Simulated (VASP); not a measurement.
A run of VASP 6.6.1 is set up as follows.

Contents of INCAR:

```
SYSTEM = I
  PREC = Accurate
  ENCUT = 520
  EDIFF = 1E-6
  ISMEAR = -1
  SIGMA = 0.05
  LREAL = .False.
  LASPH = .True.
  NELM = 100
  ALGO = Normal
  ISIF = 2
  LWAVE = .False.
  LCHARG = .False.
  GGA = RP
  IVDW = 13
  NBANDS = 10
```

The input KPOINTS:

```
Automatic mesh
0
Gamma
  9 9 9
  0 0 0
```

The input POSCAR:

```
I
1.0
    0.0000000000      2.2548629218      3.4636703781
    2.2528208942      0.0000000000      3.4636703781
    2.2528208942      2.2548629218      0.0000000000
I
1
Direct
    0.0000000000      0.0000000000      0.0000000000
```

Potentials or basis: VASP PAW PBE potentials, release 64 (I).

Launch:

```bash
$ cat potpaw_PBE.64/I/POTCAR > POTCAR
$ mpirun -np 1 vasp_std > vasp.out
```

Problem. Predict the pressure.

Solution. -0.1 GPa.

Problem. Predict the band gap on the k mesh.

Solution. Zero (an odd number of electrons rules out a gap without spin polarisation).

Caveat: the PAW data sets were made with another functional, which shifts forces and pressure a little; spin-orbit coupling is left out, which moves the levels of the heavy elements; an odd number of electrons without spin polarisation forces a metal; a magnetic or distorted state may lie lower.
